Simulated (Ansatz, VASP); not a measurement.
## One calculation of MnRhCl, two programs

The input INCAR:

```
SYSTEM = MnRhCl
ALGO     = Normal         ! electronic algorithm
EDIFF    = 1E-6           ! SCF threshold, eV
ENCUT    = 520            ! plane-wave cutoff, eV
ISIF     = 2              ! what is computed and relaxed
ISMEAR   = -1             ! smearing method
LASPH    = .True.         ! aspherical terms in the spheres
LCHARG   = .False.        ! write CHGCAR
LREAL    = .False.        ! projectors in reciprocal space
LWAVE    = .False.        ! write WAVECAR
NBANDS   = 44             ! bands
NELM     = 80             ! most SCF steps
PREC     = Accurate       ! precision mode
SIGMA    = 0.1            ! smearing width, eV
```

Contents of KPOINTS:

```
k-points
0
Gamma
  5 5 3
  0 0 0
```

File POSCAR:

```
MnRhCl
1.0
    4.0050990000      0.0000000000      0.0000000000
    0.0000000000      4.0050990000      0.0000000000
    0.0000000000      0.0000000000      6.5973840000
Cl Mn Rh
2 2 2
Direct
    0.2500000000      0.2500000000      0.6526000000
    0.7500000000      0.7500000000      0.3474000000
    0.2500000000      0.2500000000      0.2091000000
    0.7500000000      0.7500000000      0.7909000000
    0.7500000000      0.2500000000      0.0000000000
    0.2500000000      0.7500000000      0.0000000000
```

Input for Ansatz:

```yaml
crystal:
  lattice:
    - [4.005099, 0.0, 0.0]
    - [0.0, 4.005099, 0.0]
    - [0.0, 0.0, 6.597384]
  atoms:
    - { symbol: Cl, position: [0.25, 0.25, 0.6526] }
    - { symbol: Cl, position: [0.75, 0.75, 0.3474] }
    - { symbol: Mn, position: [0.25, 0.25, 0.2091] }
    - { symbol: Mn, position: [0.75, 0.75, 0.7909] }
    - { symbol: Rh, position: [0.75, 0.25, 0.0] }
    - { symbol: Rh, position: [0.25, 0.75, 0.0] }
  symmetry: { tolerance: 0.0003 }
kpoints:
  mp_grid: { grid: [5, 5, 3], shift: [0, 0, 0] }
magnetization:
  spin_polarized: false
scf:
  occupations: { method: fermi_dirac }
hamiltonian:
  pseudopotentials: { kind: paw }
  xc: lda
basis:
  ecutwfc: 420
output:
  forces: true
  stress: true
  eigenvalues: true
```

Alike in both runs: task single point; functional LDA; k mesh 5 × 5 × 3; no spin polarisation.

|  | VASP | Ansatz |
| --- | --- | --- |
| version | VASP 6.6.1 | Ansatz 0.2.0 |
| potentials or method | VASP PAW LDA potentials, release 64 (Cl, Mn_pv, Rh_pv), cutoff 520 eV | PAW plane waves |
| occupations | fermi-dirac, width 0.1 eV | fermi-dirac |
| valence electrons in the cell | 70 | 78 |

Ansatz gave:

* gap on the k mesh at the Fermi level (eV): none
* pressure (GPa): -13.0
* traceless stress, the component that is largest in VASP (GPa): 2.40
* rms of the force components (eV/Å): 0.387

Question: Which values does VASP return?

Answer: gap on the k mesh at the Fermi level (eV): none; pressure (GPa): -12.8; traceless stress, the component that is largest in VASP (GPa): 2.39; rms of the force components (eV/Å): 0.369.

LDA's correlation is that of Perdew and Zunger in VASP and of Perdew and Wang (1992) in Ansatz. Atom by atom the forces differ by 0.022 eV/Å (rms over components). A gap of «none» marks a metal or a gap that the smearing closes. VASP's potentials hold 70 valence electrons a cell and Ansatz's 78, so a difference there can come from the potentials and not from the codes.
